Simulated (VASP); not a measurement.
Set up this calculation in VASP 6.6.1, as the native input.

| Quantity | Value |
| --- | --- |
| Task | single point |
| Functional | r2SCAN |
| Potentials or basis | VASP PAW PBE potentials, release 64 (Ni, Ge_d) |
| Cutoff | 520 eV |
| k mesh | 14 × 14 × 14 |
| Occupations | gaussian, width 0.15 eV |
| Spin | no spin polarisation |
| Dipole correction | no |
| Further INCAR settings | ALGO = Normal; EDIFF = 1e-07; NBANDS = 30 |

Ni3Ge:

```
Ni Ge
1.0
     3.25001    0.00000    0.00000
     0.00000    3.25001    0.00000
     0.00000    0.00000    3.25001
Ni Ge
3 1
Direct
  0.50000 0.00000 0.50000
  0.00000 0.50000 0.50000
  0.50000 0.50000 0.00000
  0.00000 0.00000 0.00000
```

This cell differs from its parent crystal: strain -0.080 along x and y, -0.080 along z.

The input as run:

POSCAR

```
Ni3Ge
1.0
    3.2500075466      0.0000000000      0.0000000000
    0.0000000000      3.2500075466      0.0000000000
    0.0000000000      0.0000000000      3.2500075466
Ni Ge
3 1
Direct
    0.5000000000      0.0000000000      0.5000000000
    0.0000000000      0.5000000000      0.5000000000
    0.5000000000      0.5000000000      0.0000000000
    0.0000000000      0.0000000000      0.0000000000
```

INCAR.step1

```
SYSTEM = Ni3Ge
ALGO     = Normal         ! electronic algorithm
EDIFF    = 1E-4           ! SCF threshold, eV
ENCUT    = 520            ! plane-wave cutoff, eV
GGA      = PE             ! functional
ISMEAR   = 0              ! smearing method
LASPH    = .TRUE.         ! aspherical terms in the spheres
LCHARG   = .FALSE.        ! write CHGCAR
LREAL    = .FALSE.        ! projectors in reciprocal space
LWAVE    = .TRUE.         ! write WAVECAR
NBANDS   = 30             ! bands
NELM     = 100            ! most SCF steps
PREC     = Accurate       ! precision mode
SIGMA    = 0.15           ! smearing width, eV
```

INCAR.step2

```
SYSTEM = Ni3Ge
ALGO     = Normal         ! electronic algorithm
EDIFF    = 1E-7           ! SCF threshold, eV
ENCUT    = 520            ! plane-wave cutoff, eV
ISIF     = 2              ! what is computed and relaxed
ISMEAR   = 0              ! smearing method
ISTART   = 1            
LASPH    = .TRUE.         ! aspherical terms in the spheres
LCHARG   = .FALSE.        ! write CHGCAR
LMIXTAU  = .TRUE.       
LREAL    = .FALSE.        ! projectors in reciprocal space
LWAVE    = .FALSE.        ! write WAVECAR
METAGGA  = R2SCAN         ! meta-GGA
NBANDS   = 30             ! bands
NELM     = 100            ! most SCF steps
PREC     = Accurate       ! precision mode
SIGMA    = 0.15           ! smearing width, eV
```

KPOINTS

```
k-points
0
G
  14 14 14
  0 0 0
```

Potentials or basis: VASP PAW PBE potentials, release 64 (Ni, Ge_d).

The run is started by

```console
$ cat potpaw_PBE.64/Ni/POTCAR potpaw_PBE.64/Ge_d/POTCAR > POTCAR
$ cp INCAR.step1 INCAR
$ mpirun -np 1 vasp_std > vasp.out
$ cp INCAR.step2 INCAR
$ mpirun -np 1 vasp_std > vasp.out
```

Results of the run:

The pressure is 98.4 GPa and the band gap on the k mesh is zero (bands 22 and 23 overlap by 0.37 eV).

Caveat: the cell differs from its parent crystal (strain -0.080 along x and y, -0.080 along z); the cell stands under pressure; the PAW data sets were made with another functional, which shifts forces and pressure a little.

Run time: 6.3 min on 1 thread of Intel Xeon 8259CL, on a shared host, peak memory 0.23 GiB.
